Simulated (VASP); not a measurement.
Wanted: the native input for a VASP 6.6.1 run.

```yaml
Task: single point
Functional: PBE
Potentials_or_basis: VASP PAW PBE potentials, release 64 (Hf_pv, H)
Cutoff: 520 eV
k_mesh: 6 × 6 × 4
Occupations: gaussian, width 0.1 eV
Spin: no spin polarisation
Dipole_correction: no
Further_INCAR_settings: ALGO = Normal; EDIFF = 1e-06; NBANDS = 30
```

The structure of Hf2H lies in POSCAR:

```
Hf2H
1.0
    3.2972853377     -0.0000000021      0.0000000000
   -1.6486426670      2.8555328670      0.0000000000
    0.0000000000      0.0000000000     10.6679328496
Hf H
4 2
Direct
    0.0000000000      0.0000000000      0.0000000000
    0.0000000000      0.0000000000      0.5000000000
    0.3333333333      0.6666666667      0.7500000000
    0.6666666667      0.3333333333      0.2500000000
    0.3333333333      0.6666666667      0.2500000000
    0.6666666667      0.3333333333      0.7500000000
```

These files were run (other wordings do the same):

INCAR

```
SYSTEM = Hf2H
PREC     = Accurate       ! precision mode
ENCUT    = 520            ! plane-wave cutoff, eV
EDIFF    = 1E-6           ! SCF threshold, eV
ISMEAR   = 0              ! smearing method
SIGMA    = 0.1            ! smearing width, eV
LREAL    = .FALSE.        ! projectors in reciprocal space
LASPH    = .TRUE.         ! aspherical terms in the spheres
NELM     = 80             ! most SCF steps
ALGO     = Normal         ! electronic algorithm
ISIF     = 2              ! what is computed and relaxed
LWAVE    = .FALSE.        ! write WAVECAR
LCHARG   = .FALSE.        ! write CHGCAR
GGA      = PE             ! functional
NBANDS   = 30             ! bands
```

KPOINTS

```
regular mesh
0
G
  6 6 4
  0 0 0
```

Potentials or basis: VASP PAW PBE potentials, release 64 (Hf_pv, H).

Launch:

```console
$ cat potpaw_PBE.64/Hf_pv/POTCAR potpaw_PBE.64/H/POTCAR > POTCAR
$ mpirun -np 1 vasp_std > vasp.out
```

Results of the run:

| Property | Result |
| --- | --- |
| Pressure | -0.5 GPa |
| Band gap on the k mesh | zero (band 21 reaches 5.22 eV, above the bottom of band 22 at 3.98 eV) |

Caveat: the k points lie up to 0.37 Å⁻¹ apart; spin-orbit coupling is left out, which moves the levels of the heavy elements.

It took 99 s on 1 thread of Oxide Virtual Turin-like Processor, with other jobs on the host, peak memory 0.22 GiB.
